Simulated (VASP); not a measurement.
Input of a VASP 6.6.1 run:

INCAR

```
ALGO     = Normal         # electronic algorithm
EDIFF    = 1E-6           # SCF threshold, eV
ENCUT    = 500            # plane-wave cutoff, eV
GGA      = RP             # functional
GGA_COMPAT= False        
ISIF     = 2              # what is computed and relaxed
ISMEAR   = -1             # smearing method
LASPH    = True           # aspherical terms in the spheres
LCHARG   = False          # write CHGCAR
LREAL    = False          # projectors in reciprocal space
LWAVE    = False          # write WAVECAR
NBANDS   = 8              # bands
NELM     = 120            # most SCF steps
PREC     = Accurate       # precision mode
SIGMA    = 0.1            # smearing width, eV
```

The input KPOINTS:

```
k-points
0
Gamma
  18 18 18
```

The input POSCAR:

```
B
1.0
    1.8419520435      0.0000000000      0.0000000000
    0.0000000000      1.8419520435      0.0000000000
    0.0000000000      0.0000000000      1.8419520435
B
1
Direct
    0.0000000000      0.0000000000      0.0000000000
```

Potentials or basis: VASP PAW PBE potentials, release 64 (B).

The run is started by

```sh
$ cat potpaw_PBE.64/B/POTCAR > POTCAR
$ mpirun -np 1 vasp_std > vasp.out
```

Problem. Predict the pressure.

Solution. 22.8 GPa.

Caveat: the PAW data sets were made with another functional, which shifts forces and pressure a little.
